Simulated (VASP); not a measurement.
BN:

```
B N
1.0
     2.46763    0.00000    0.00000
    -1.23382    2.13703    0.00000
     0.00000    0.00000    4.08158
B N
2 2
Direct
  0.33333 0.66667 0.00052
  0.66667 0.33333 0.50052
  0.33333 0.66667 0.37448
  0.66667 0.33333 0.87448
```

This cell differs from its parent crystal: strain -3.0%.

Base run:

| Property | Result |
| --- | --- |
| Program | VASP 6.6.1 |
| Functional | PBE |
| Potentials or basis | VASP PAW PBE potentials, release 64 (B, N) |
| Cutoff | 520 eV |
| k mesh | 12 × 12 × 6 |
| Occupations | fermi-dirac, width 0.02 eV |
| Spin | no spin polarisation |

Its results: band gap on the k mesh 4.98 eV (least direct gap 8.71 eV); pressure 47.1 GPa; largest force 0.009 eV/Å.

The run is repeated on the same cell with these changes: functional from PBE to r2SCAN; occupations from fermi-dirac, width 0.02 eV to gaussian, width 0.01 eV. What comes out?

Band gap on the k mesh 5.52 eV (least direct gap 9.41 eV); pressure 43.7 GPa; largest force 0.003 eV/Å.

Caveats: the cell stands under pressure; the PAW data sets were made with another functional, which shifts forces and pressure a little (at least some runs).

A k mesh can miss the band edges.
